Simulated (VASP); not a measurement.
# Zn (P6/mmm) in VASP: notebook, part 3 of 3

VASP 6.6.1. The steps go on from the part before.

## Step 4: Single point, PBE

The input, INCAR:

```
PREC     = Accurate       # precision mode
ENCUT    = 520            # plane-wave cutoff, eV
EDIFF    = 1E-7           # SCF threshold, eV
ISMEAR   = -1             # smearing method
SIGMA    = 0.05           # smearing width, eV
LREAL    = F              # projectors in reciprocal space
LASPH    = T              # aspherical terms in the spheres
NELM     = 80             # most SCF steps
ALGO     = Normal         # electronic algorithm
ISIF     = 2              # what is computed and relaxed
LWAVE    = F              # write WAVECAR
LCHARG   = F              # write CHGCAR
GGA      = PE             # functional
NBANDS   = 25             # bands
```

The input, KPOINTS:

```
regular mesh
0
Gamma
  9 9 13
```

The input, POSCAR:

```
Zn
1.0
    3.9840595150      0.0000000000      0.0000000000
   -1.9920297575      3.4502967502      0.0000000000
    0.0000000000      0.0000000000      2.4121586852
Zn
3
Direct
    0.0000000000      0.0000000000      0.0000000000
    0.3333333333      0.6666666667      0.5000000000
    0.6666666667      0.3333333333      0.5000000000
```

Potentials or basis: VASP PAW PBE potentials, release 64 (Zn).

On the command line:

```
cat potpaw_PBE.64/Zn/POTCAR > POTCAR
mpirun -np 1 vasp_std > vasp.out
```

OUTCAR:

```text
PREC = Accurate
   ENCUT = 520
   EDIFF = 1E-7
   ISMEAR = -1
   LREAL = F
   LASPH = T
   NELM = 80
   ISIF = 2
   GGA = PE

 ion  position               nearest neighbor table
   1  0.000  0.000  0.000-   2 2.60   3 2.60   2 2.60   3 2.60   3 2.60   3 2.60   2 2.60   2 2.60
                             3 2.60   3 2.60   2 2.60   2 2.60
   2  0.333  0.667  0.500-   3 2.30   3 2.30   3 2.30   1 2.60   1 2.60   1 2.60   1 2.60   1 2.60
                             1 2.60
   3  0.667  0.333  0.500-   2 2.30   2 2.30   2 2.30   1 2.60   1 2.60   1 2.60   1 2.60   1 2.60
                             1 2.60

  LATTYP: Found a hexagonal cell.
 ALAT       =     3.9840595150
 C/A-ratio  =     0.6054524728

  Lattice vectors:

 A1 = (   3.9840595150,   0.0000000000,   0.0000000000)
 A2 = (  -1.9920297575,   3.4502967502,   0.0000000000)
 A3 = (   0.0000000000,   0.0000000000,   2.4121586852)

Analysis of symmetry for initial positions (statically):
=====================================================================
 Subroutine PRICEL returns:
 Original cell was already a primitive cell.

 Routine SETGRP: Setting up the symmetry group for a
 hexagonal supercell.

 Subroutine GETGRP returns: Found 24 space group operations
 (whereof 24 operations were pure point group operations)
 out of a pool of 24 trial point group operations.

The static configuration has the point symmetry D_6h.

Analysis of symmetry for dynamics (positions and initial velocities):
=====================================================================
 Subroutine PRICEL returns:
 Original cell was already a primitive cell.

 Routine SETGRP: Setting up the symmetry group for a
 hexagonal supercell.

 Subroutine GETGRP returns: Found 24 space group operations
 (whereof 24 operations were pure point group operations)
 out of a pool of 24 trial point group operations.

[... 116 lines left out ...]
   EFERMI =   0.00;   METHOD = LEGACY
   ISMEAR =    -1;   SIGMA  =   0.05  broadening in eV -4-tet -1-fermi 0-gaus
   EFERMI_NEDOS =   21; number of points for ismear=-14 and -15
   IALGO  =     38    algorithm
   IMIX   =      4    mixing-type and parameters
     AMIX     =   0.40;   BMIX     =  1.00
     AMIX_MAG =   1.60;   BMIX_MAG =  1.00
  volume/ion in A,a.u.               =      11.05        74.59
  Fermi-wavevector in a.u.,A,eV,Ry     =   1.682595  3.179644 38.519811  2.831126
  Thomas-Fermi vector in A             =   2.765946
   LORBIT       =      0    0 simple, 1 ext, 2 COOP (PROOUT), +10 PAW based schemes
   GGA     = PE    functional components
   LHFCALC =     F    Hartree Fock is set to
   AEXX    =    0.0000 exact exchange contribution
   IVDW    =     0    specifies the selected vdW correction
   LEPSILON=     F    determine dielectric tensor
   LRPA    =     F    only Hartree local field effects (RPA)
 non-spin polarized calculation
  energy-cutoff  :      520.00
  volume of cell :       33.16
 maximum number of plane-waves:       927
 NGX is ok and might be reduce to    30
   NGX = 15   NGY = 15   NGZ =  9

 number of electron      35.9999994 magnetization

 Free energy of the ion-electron system (eV)
  ---------------------------------------------------
  ext. energy  EPLUGINS =         0.00000000
  ---------------------------------------------------
  free energy    TOTEN  =        -1.40393217 eV

  energy without entropy =       -1.40003305  energy(sigma->0) =       -1.40198261

 E-fermi :   6.3827     XC(G=0): -13.3368

 val. band max:        6.3611706181   @ k =   0.4444   0.0000   0.2308
 cond. band min:       6.4917331460   @ k =   0.2222   0.0000   0.1538
 fundamental gap:      0.1305625278
 Fermi energy:         6.3827276809

 k-point     1 :       0.0000    0.0000    0.0000
  band No.  band energies     occupation
      1      -7.4866      2.00000
      2      -4.1785      2.00000
      3      -3.3034      2.00000
      4      -3.2632      2.00000
      5      -3.2632      2.00000
      6      -3.1710      2.00000
[... 661 lines left out ...]
     24      20.4307      0.00000
     25      22.1056      0.00000

 [... further k-points ...]

------------------------ aborting loop because EDIFF is reached ----------------------------------------

  FORCE on cell =-STRESS in cart. coord.  units (eV):
  Direction    XX          YY          ZZ          XY          YZ          ZX
  --------------------------------------------------------------------------------------
  -------------------------------------------------------------------------------------
  Total       11.4270225     11.4270225     11.3838786     -0.0000000     -0.0000000      0.0000000
  in kB      552.1480260    552.1480261    550.0633333     -0.0000000     -0.0000000      0.0000000
  external PRESSURE =     551.4531285 kB  Pullay stress =       0.0000000 kB

 VOLUME and BASIS-vectors are now :
 -----------------------------------------------------------------------------
  energy-cutoff  :      520.00
  volume of cell :       33.16
      direct lattice vectors                 reciprocal lattice vectors
     3.984059515  0.000000000  0.000000000     0.251000266  0.144915071  0.000000000
    -1.992029758  3.450296750  0.000000000     0.000000000  0.289830143  0.000000000
     0.000000000  0.000000000  2.412158685     0.000000000  0.000000000  0.414566424

 POSITION                                       TOTAL-FORCE (eV/Angst)
 -----------------------------------------------------------------------------------
      0.00000      0.00000      0.00000        -0.000000      0.000000      0.000000
     -0.00000      2.30020      1.20608        -0.000000      0.000000      0.000000
      1.99203      1.15010      1.20608         0.000000     -0.000000      0.000000
 -----------------------------------------------------------------------------------
    total drift:                               -0.000000      0.000000      0.000000

  FREE ENERGIE OF THE ION-ELECTRON SYSTEM (eV)
  ---------------------------------------------------
  free  energy   TOTEN  =        -1.4039321723 eV

  energy  without entropy=       -1.4000330491  energy(sigma->0) =       -1.40198261
```

stdout:

```text
POSCAR found type information on POSCAR Zn
 POSCAR found :  1 types and       3 ions
 scaLAPACK will be used
 LDA part: xc-table for (Slater+PW92), standard interpolation
 POSCAR, INCAR and KPOINTS ok, starting setup
 FFT: planning ... GRIDC
 FFT: planning ... GRID_SOFT
 FFT: planning ... GRID
 WAVECAR not read
 entering main loop
```

It took 88 s on 1 thread of Intel Xeon 8259CL, shared host; peak memory 0.18 GiB.

Results:

| Item | Value |
| --- | --- |
| Free energy | -1.4039 eV |
| Pressure | 55.1 GPa |
| Band gap on the k mesh | zero (band 18 reaches 10.84 eV, above the bottom of band 19 at 5.54 eV) |

## Step 5: Single point, PBE

The input, INCAR:

```
  PREC = Accurate
  ENCUT = 520
  EDIFF = 1E-6
  ISMEAR = -1
  SIGMA = 0.05
  LREAL = False
  LASPH = True
  NELM = 100
  ALGO = Normal
  ISIF = 2
  LWAVE = False
  LCHARG = True
  GGA = PE
  LELF = True
  LVHAR = True
  NBANDS = 25
```

The input, KPOINTS:

```
Automatic mesh
0
Gamma
  9 9 13
```

The input, POSCAR:

```
Zn
1.0
    3.9844592478      0.0000000000      0.0000000000
   -1.9922296239      3.4506429289      0.0000000000
    0.0000000000      0.0000000000      2.4117463773
Zn
3
Direct
    0.0000000000      0.0000000000      0.0000000000
    0.3333333333      0.6666666667      0.5000000000
    0.6666666667      0.3333333333      0.5000000000
```

On the command line:

```
cat potpaw_PBE.64/Zn/POTCAR > POTCAR
mpirun -np 1 vasp_std > vasp.out
```

Run time: 99 s. Hardware: 1 thread of Intel Xeon 8259CL, shared host; peak memory 0.18 GiB.

It converged, with:

```yaml
Free_energy: -1.4043 eV
Pressure: 55.0 GPa
Band_gap_on_the_k_mesh: zero (band 18 reaches 10.84 eV, above the bottom of band 19 at 5.54 eV)
```

Stress tensor (GPa, compression positive):
```
55.07  0.00  0.00
 0.00 55.07  0.00
 0.00  0.00 54.96
```

Levels at points of the mesh, in eV from the Fermi level:
```
           k point  band 14  band 15  band 16  band 17  band 18  band 19  band 20  band 21  band 22  band 23
(0.00, 0.00, 0.00)    -8.80    -8.13    -8.13     0.11     0.11     0.13     0.13     1.80     1.95    11.45
```

## Step 6: The runs side by side

| task | cell | cutoff (eV) | gap on the mesh (eV) | pressure (GPa) |
| --- | --- | --- | --- | --- |
| relaxation of cell and atoms | relaxed to 54 GPa from a = 3.984, b = 3.984, c = 2.412 Å, angles 90.0, 90.0, 120.0°, 3 atoms | 600 | none | 54.0 |
| relaxation of cell and atoms | relaxed to 54 GPa from a = 3.934, b = 3.934, c = 2.439 Å, angles 90.0, 90.0, 120.0°, 3 atoms | 600 | none | 54.0 |
| single point | a = 3.984, b = 3.984, c = 2.412 Å, angles 90.0, 90.0, 120.0°, 3 atoms | 520 | none | 55.0 |

Alike in all rows: level PBE; potentials or basis VASP PAW PBE potentials, release 64 (Zn); no spin polarisation; k mesh 9 × 9 × 13; smearing fermi-dirac 0.05 eV.

Caveats: the cell is relaxed towards a set pressure, so the enthalpy falls and the energy may rise (some runs).

Absolute energies hang on the potentials; compare differences alone.
